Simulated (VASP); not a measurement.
# Ru (P6_3/mmc) in VASP: a series of runs

Ru is run at these levels: PBEsol; tasks: vibrations by perturbation theory.

Program: VASP 6.6.1. These are calculated values, not measurements. Logs are shortened: lines on timing, memory, paths and dates and some standing lists are left out, and cuts for length are marked.

## 1. The cell of the first run

It takes space group P6_3/mmc (No. 194, hexagonal). Conventional cell: a = 2.692 Å, b = 2.692 Å, c = 4.252 Å, α = 90.00°, β = 90.00°, γ = 120.00°. Ru (site symmetry -6m2) has 12 Ru at 2.63 to 2.69 Å within 3.5 Å.

## 2. Vibrations by perturbation theory, PBEsol

INCAR reads:

```
SYSTEM = Ru
ALGO = Normal
EDIFF = 1E-8
ENCUT = 520
GGA = PS
IBRION = 8
ISIF = 2
ISMEAR = -1
LASPH = .TRUE.
LCHARG = .FALSE.
LREAL = .FALSE.
LWAVE = .FALSE.
NELM = 60
NSW = 1
PREC = Accurate
SIGMA = 0.15
```

KPOINTS reads:

```
k-points
0
G
  18 18 10
  0 0 0
```

POSCAR reads:

```
Ru
1.0
    2.6916927101      0.0000000000      0.0000000000
   -1.3458463550      2.3310742662      0.0000000000
    0.0000000000      0.0000000000      4.2517439356
Ru
2
Direct
    0.3333333333      0.6666666667      0.2500000000
    0.6666666667      0.3333333333      0.7500000000
```

Potentials or basis: VASP PAW PBE potentials, release 64 (Ru_pv).

The run is started by

```
$ cat potpaw_PBE.64/Ru_pv/POTCAR > POTCAR
$ mpirun -np 1 vasp_std > vasp.out
```

OUTCAR:

```text
SYSTEM = Ru
   EDIFF = 1E-8
   ENCUT = 520
   GGA = PS
   IBRION = 8
   ISIF = 2
   ISMEAR = -1
   LASPH = .TRUE.
   LREAL = .FALSE.
   NELM = 60
   NSW = 1
   PREC = Accurate

 ion  position               nearest neighbor table
   1  0.333  0.667  0.250-   2 2.63   2 2.63   2 2.63   2 2.63   2 2.63   2 2.63
   2  0.667  0.333  0.750-   1 2.63   1 2.63   1 2.63   1 2.63   1 2.63   1 2.63

  LATTYP: Found a hexagonal cell.
 ALAT       =     2.6916927101
 C/A-ratio  =     1.5795799868

  Lattice vectors:

 A1 = (   2.6916927101,   0.0000000000,   0.0000000000)
 A2 = (  -1.3458463550,   2.3310742662,   0.0000000000)
 A3 = (   0.0000000000,   0.0000000000,   4.2517439356)

Analysis of symmetry for initial positions (statically):
=====================================================================
 Subroutine PRICEL returns:
 Original cell was already a primitive cell.

 Routine SETGRP: Setting up the symmetry group for a
 hexagonal supercell.

 Subroutine GETGRP returns: Found 24 space group operations
 (whereof 12 operations were pure point group operations)
 out of a pool of 24 trial point group operations.

The static configuration has the point symmetry D_3d.
 The point group associated with its full space group is D_6h.

Analysis of symmetry for dynamics (positions and initial velocities):
=====================================================================
 Subroutine PRICEL returns:
 Original cell was already a primitive cell.

 Routine SETGRP: Setting up the symmetry group for a
 hexagonal supercell.

 Subroutine GETGRP returns: Found 24 space group operations
 (whereof 12 operations were pure point group operations)
 out of a pool of 24 trial point group operations.

The dynamic configuration has the point symmetry D_3d.
 The point group associated with its full space group is D_6h.

 Subroutine INISYM returns: Found 24 space group operations
 (whereof 12 operations are pure point group operations),
 and found     1 'primitive' translations

[... 670 lines left out ...]
  volume of cell :       26.68
      direct lattice vectors                 reciprocal lattice vectors
     2.691692710  0.000000000  0.000000000     0.371513433  0.214493381  0.000000000
    -1.345846355  2.331074266  0.000000000     0.000000000  0.428986761  0.000000000
     0.000000000  0.000000000  4.251743936     0.000000000  0.000000000  0.235197607

 POSITION                                       TOTAL-FORCE (eV/Angst)
 -----------------------------------------------------------------------------------
     -0.00000      1.55405      1.06294        -0.000000      0.000000      0.000000
      1.34585      0.77702      3.18881         0.000000     -0.000000      0.000000
 -----------------------------------------------------------------------------------
    total drift:                               -0.000000      0.000000     -0.000000

  FREE ENERGIE OF THE ION-ELECTRON SYSTEM (eV)
  ---------------------------------------------------
  free  energy   TOTEN  =       -20.4013855316 eV

  energy  without entropy=      -20.2807374272  energy(sigma->0) =      -20.34106148

[... ionic steps 2 to 3 ...]

--------------------------------------- Ionic step        4  -------------------------------------------

------------------------ aborting loop because EDIFF is reached ----------------------------------------

[... ionic steps 5 to 5 ...]

--------------------------------------- Ionic step        6  -------------------------------------------

 Free energy of the ion-electron system (eV)
  ---------------------------------------------------
  ---------------------------------------------------
  free energy    TOTEN  =        -0.74274550 eV

  energy without entropy =       -0.74274550

------------------------ aborting loop because EDIFF is reached ----------------------------------------

 INTERNAL STRAIN TENSOR  FOR ION    1  DIRECTION 3   (eV/Angst):
 -----------------------------------------------------------------------------
    -0.06168 -0.00000  0.00000
    -0.00000 -0.06168  0.00000
    -0.00000  0.00000  0.13026

 INTERNAL STRAIN TENSOR FOR ION    2 for displacements in x,y,z  (eV/Angst):
          X           Y           Z          XY          YZ          ZX
  --------------------------------------------------------------------------------
  x     0.00000    -0.00000     0.00000     3.00040     0.00000     0.00000
  y     3.00040    -3.00040     0.00000    -0.00000     0.00000     0.00000
  z     0.00000    -0.00000     0.00000     0.00000     0.00000     0.00000

 SECOND DERIVATIVES (NOT SYMMETRIZED)
 ------------------------------------
               1X          1Y          1Z          2X          2Y          2Z
  1X    -7.420209   -0.000000    0.000000    7.420209    0.000000    0.000000
  1Y    -0.000000   -7.420209    0.000000    0.000000    7.420209    0.000000
  1Z     0.000000    0.000000  -12.848762    0.000000   -0.000000   12.848762
  2X     7.420209    0.000000    0.000000   -7.420209   -0.000000    0.000000
  2Y     0.000000    7.420209    0.000000   -0.000000   -7.420209    0.000000
  2Z     0.000000   -0.000000   12.848762    0.000000    0.000000  -12.848762

 Eigenvectors and eigenvalues of the dynamical matrix
 ----------------------------------------------------

   1 f  =    7.882886 THz    49.529632 2PiTHz  262.944763 cm-1    32.600981 meV
             X         Y         Z           dx          dy          dz
     -0.000000  1.554050  1.062936     0.000000    0.000000   -0.707107
      1.345846  0.777025  3.188808     0.000000    0.000000    0.707107
[... 16 lines left out ...]
   5 f  =    0.000000 THz     0.000000 2PiTHz    0.000000 cm-1     0.000000 meV
             X         Y         Z           dx          dy          dz
     -0.000000  1.554050  1.062936     0.000000   -0.000000    0.707107
      1.345846  0.777025  3.188808     0.000000    0.000000    0.707107

   6 f/i=    0.000000 THz     0.000001 2PiTHz    0.000003 cm-1     0.000000 meV
             X         Y         Z           dx          dy          dz
     -0.000000  1.554050  1.062936    -0.706975    0.013645    0.000000
      1.345846  0.777025  3.188808    -0.706975    0.013645    0.000000

--------------------------------------------------------------------------------------------------------

 ELASTIC MODULI CONTR FROM IONIC RELAXATION (kBar)
 Direction    XX          YY          ZZ          XY          YZ          ZX
 --------------------------------------------------------------------------------
 XX         -72.8625     72.8625     -0.0000     -0.0000      0.0000      0.0000
 YY          72.8625    -72.8625      0.0000     -0.0000      0.0000      0.0000
 ZZ          -0.0000      0.0000     -0.0000     -0.0000      0.0000      0.0000
 XY          -0.0000     -0.0000     -0.0000    -72.8625      0.0000      0.0000
 YZ           0.0000      0.0000      0.0000      0.0000      0.0000      0.0000
 ZX           0.0000      0.0000      0.0000      0.0000      0.0000      0.0000
 --------------------------------------------------------------------------------
```

Run time: 8.7 min. Hardware: 1 thread of Intel Xeon 6975P-C (Granite Rapids), shared host; peak memory 0.88 GiB.

What came out:

* Highest phonon frequency at Γ: 263 cm⁻¹

Phonon frequencies in cm⁻¹ (negative: imaginary):
```tsv
q point	frequencies
(0.000, 0.000, 0.000)	0 0 0 200 200 263
```

Caveat: the PAW data sets were made with another functional, which shifts forces and pressure a little.

## 3. Vibrations by perturbation theory, PBEsol (13.61 Å³/atom)

This run uses another cell than the first one, of 13.61 Å³/atom.

INCAR reads:

```
PREC = Accurate
ENCUT = 520
EDIFF = 1E-8
ISMEAR = -1
SIGMA = 0.15
LREAL = F
LASPH = T
NELM = 60
ALGO = Fast
ISIF = 2
LWAVE = F
LCHARG = F
GGA = PS
IBRION = 8
NSW = 1
```

KPOINTS reads:

```
regular mesh
0
Gamma
  18 18 10
```

POSCAR reads:

```
Ru
1.0
    2.7103328115      0.0000000000      0.0000000000
   -1.3551664058      2.3472170675      0.0000000000
    0.0000000000      0.0000000000      4.2773322269
Ru
2
Direct
    0.3333333333      0.6666666667      0.2500000000
    0.6666666667      0.3333333333      0.7500000000
```

Potentials or basis: VASP PAW PBE potentials, release 64 (Ru_pv).

The run is started by

```
$ cat potpaw_PBE.64/Ru_pv/POTCAR > POTCAR
$ mpirun -np 1 vasp_std > vasp.out
```

OUTCAR:

```text
PREC = Accurate
   ENCUT = 520
   EDIFF = 1E-8
   ISMEAR = -1
   LREAL = F
   LASPH = T
   NELM = 60
   ISIF = 2
   GGA = PS
   IBRION = 8
   NSW = 1

 ion  position               nearest neighbor table
   1  0.333  0.667  0.250-   2 2.65   2 2.65   2 2.65   2 2.65   2 2.65   2 2.65
   2  0.667  0.333  0.750-   1 2.65   1 2.65   1 2.65   1 2.65   1 2.65   1 2.65

  LATTYP: Found a hexagonal cell.
 ALAT       =     2.7103328115
 C/A-ratio  =     1.5781575638

  Lattice vectors:

 A1 = (   2.7103328115,   0.0000000000,   0.0000000000)
 A2 = (  -1.3551664058,   2.3472170675,   0.0000000000)
 A3 = (   0.0000000000,   0.0000000000,   4.2773322269)

Analysis of symmetry for initial positions (statically):
=====================================================================
 Subroutine PRICEL returns:
 Original cell was already a primitive cell.

 Routine SETGRP: Setting up the symmetry group for a
 hexagonal supercell.

 Subroutine GETGRP returns: Found 24 space group operations
 (whereof 12 operations were pure point group operations)
 out of a pool of 24 trial point group operations.

The static configuration has the point symmetry D_3d.
 The point group associated with its full space group is D_6h.

Analysis of symmetry for dynamics (positions and initial velocities):
=====================================================================
 Subroutine PRICEL returns:
 Original cell was already a primitive cell.

[... 702 lines left out ...]

[... ionic steps 2 to 3 ...]

--------------------------------------- Ionic step        4  -------------------------------------------

------------------------ aborting loop because EDIFF is reached ----------------------------------------

[... ionic steps 5 to 5 ...]

--------------------------------------- Ionic step        6  -------------------------------------------

 Free energy of the ion-electron system (eV)
  ---------------------------------------------------
  ---------------------------------------------------
  free energy    TOTEN  =        -0.74182667 eV

  energy without entropy =       -0.74182667

------------------------ aborting loop because EDIFF is reached ----------------------------------------

 INTERNAL STRAIN TENSOR  FOR ION    1  DIRECTION 3   (eV/Angst):
 -----------------------------------------------------------------------------
    -0.06065  0.00000 -0.00000
     0.00000 -0.06065  0.00000
    -0.00000  0.00000  0.12792

 INTERNAL STRAIN TENSOR FOR ION    2 for displacements in x,y,z  (eV/Angst):
          X           Y           Z          XY          YZ          ZX
  --------------------------------------------------------------------------------
  x    -0.00000     0.00000    -0.00000     2.65029     0.00000     0.00000
  y     2.65029    -2.65029    -0.00000     0.00000     0.00000     0.00000
  z    -0.00000     0.00000    -0.00000     0.00000     0.00000     0.00000

 SECOND DERIVATIVES (NOT SYMMETRIZED)
 ------------------------------------
               1X          1Y          1Z          2X          2Y          2Z
  1X    -6.998799    0.000000    0.000000    6.998799   -0.000000    0.000000
  1Y     0.000000   -6.998799    0.000000   -0.000000    6.998799    0.000000
  1Z    -0.000000    0.000000  -11.463839    0.000000   -0.000000   11.463839
  2X     6.998799   -0.000000    0.000000   -6.998799    0.000000    0.000000
  2Y    -0.000000    6.998799    0.000000    0.000000   -6.998799    0.000000
  2Z     0.000000   -0.000000   11.463839   -0.000000    0.000000  -11.463839

 Eigenvectors and eigenvalues of the dynamical matrix
 ----------------------------------------------------

   1 f  =    7.445942 THz    46.784231 2PiTHz  248.369880 cm-1    30.793927 meV
             X         Y         Z           dx          dy          dz
     -0.000000  1.564811  1.069333    -0.000000    0.000000   -0.707107
      1.355166  0.782406  3.207999     0.000000    0.000000    0.707107
[... 11 lines left out ...]
   4 f  =    0.000000 THz     0.000000 2PiTHz    0.000000 cm-1     0.000000 meV
             X         Y         Z           dx          dy          dz
     -0.000000  1.564811  1.069333    -0.557488    0.350005   -0.258270
      1.355166  0.782406  3.207999    -0.557488    0.350005   -0.258270

   5 f/i=    0.000000 THz     0.000000 2PiTHz    0.000001 cm-1     0.000000 meV
             X         Y         Z           dx          dy          dz
     -0.000000  1.564811  1.069333    -0.289364    0.015059    0.645013
      1.355166  0.782406  3.207999    -0.289364    0.015059    0.645013

   6 f/i=    0.000000 THz     0.000000 2PiTHz    0.000003 cm-1     0.000000 meV
             X         Y         Z           dx          dy          dz
     -0.000000  1.564811  1.069333    -0.324770   -0.614223   -0.131357
      1.355166  0.782406  3.207999    -0.324770   -0.614223   -0.131357

--------------------------------------------------------------------------------------------------------

 ELASTIC MODULI CONTR FROM IONIC RELAXATION (kBar)
 Direction    XX          YY          ZZ          XY          YZ          ZX
 --------------------------------------------------------------------------------
 XX         -59.0913     59.0913      0.0000      0.0000      0.0000      0.0000
 YY          59.0913    -59.0913     -0.0000      0.0000      0.0000      0.0000
 ZZ           0.0000     -0.0000     -0.0000      0.0000      0.0000      0.0000
 XY           0.0000      0.0000      0.0000    -59.0913      0.0000      0.0000
 YZ           0.0000      0.0000      0.0000      0.0000      0.0000      0.0000
 ZX           0.0000      0.0000      0.0000      0.0000      0.0000      0.0000
 --------------------------------------------------------------------------------
```

OSZICAR:

```text
N       E                     dE             d eps       ncg     rms          rms(c)
DAV:   1     0.284620234285E+03    0.28462E+03   -0.18065E+04  8000   0.173E+03
DAV:   2    -0.151577877335E+02   -0.29978E+03   -0.29387E+03  8402   0.495E+02
DAV:   3    -0.219269236094E+02   -0.67691E+01   -0.65642E+01  8564   0.793E+01
[... 68 lines left out ...]
RMM:  20    -0.741826675595E+00   -0.81621E-08   -0.25987E-07 17362   0.547E-05    0.210E-07
RMM:  21    -0.741826662527E+00    0.13068E-07   -0.10360E-07 12074   0.497E-05    0.848E-07
RMM:  22    -0.741826678092E+00   -0.15565E-07   -0.10864E-07 19924   0.475E-05    0.629E-07
RMM:  23    -0.741826663686E+00    0.14406E-07   -0.31221E-08 15419   0.448E-05    0.702E-07
RMM:  24    -0.741826667009E+00   -0.33230E-08   -0.28842E-08 10947   0.428E-05    0.496E-07
 Linear response finished
```

stdout:

```text
POSCAR found type information on POSCAR Ru
 POSCAR found :  1 types and       2 ions
 scaLAPACK will be used
 -----------------------------------------------------------------------------
|                                                                             |
|                                                                             |
|     You enforced a specific xc type in the INCAR file but a different       |
[... 26 lines left out ...]
 Linear response reoptimize wavefunctions to high precision
 Linear response DOF=           2
 Linear response progress:
 first order change of Fermi-energy   0.90660E-07
 force on displaced ion       1 direction 1 :  -6.999   0.000   0.000
 Linear response progress:
 first order change of Fermi-energy   0.10499E-03
 force on displaced ion       1 direction 3 :   0.000  -0.000 -11.464
 Linear response finished
```

Wall time 9.7 min (1 thread of Intel Xeon 6975P-C (Granite Rapids), shared host); peak memory 0.9 GiB.

What came out:

```
Highest phonon frequency at Γ : 248 cm⁻¹
```

Phonon frequencies in cm⁻¹ (negative: imaginary):
| q point | frequencies |
| --- | --- |
| (0.000, 0.000, 0.000) | 0 0 0 194 194 248 |

Caveat: the cell stands under pressure or tension, which shifts response properties; the PAW data sets were made with another functional, which shifts forces and pressure a little.
